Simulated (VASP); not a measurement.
Runs of VASP 6.6.1 on BeSO. The structure is that of space group P4/mmm (No. 123), or close to it. The cells are those of the table. 

```tsv
task	spin	cell	k mesh	gap on the mesh (eV)	pressure (GPa)	moment (μB)	relaxed volume (Å³/atom)
single point	off	a = 3.335, b = 3.335, c = 4.392 Å, 3 atoms	6 × 6 × 4	none	-12.5	-	-
single point	collinear, ferromagnetic start	a = 3.335, b = 3.335, c = 3.777 Å, 3 atoms	6 × 6 × 4	none	(a)	0.00	-
relaxation of cell and atoms	off	relaxed from a = 3.335, b = 3.335, c = 3.777 Å, 3 atoms	14 × 14 × 12	none	0.0	-	14.15
relaxation of cell and atoms	off	relaxed from a = 3.335, b = 3.335, c = 4.392 Å, 3 atoms	6 × 6 × 4	none	0.0	-	13.92
single point	collinear, ferromagnetic start	a = 3.335, b = 3.335, c = 4.392 Å, 3 atoms	6 × 6 × 4	none	-12.5	0.00	-
```

Alike in all rows: level PBE; potentials or basis VASP PAW PBE potentials, release 64 (Be, S, O); cutoff (eV) 600; smearing gaussian 0.1 eV.

**Question.** Estimate the missing entries.

**Answer.** (a) -0.3.

Caveats: some runs use coarse meshes.

A gap of «none» marks levels without a gap at the run's occupations.
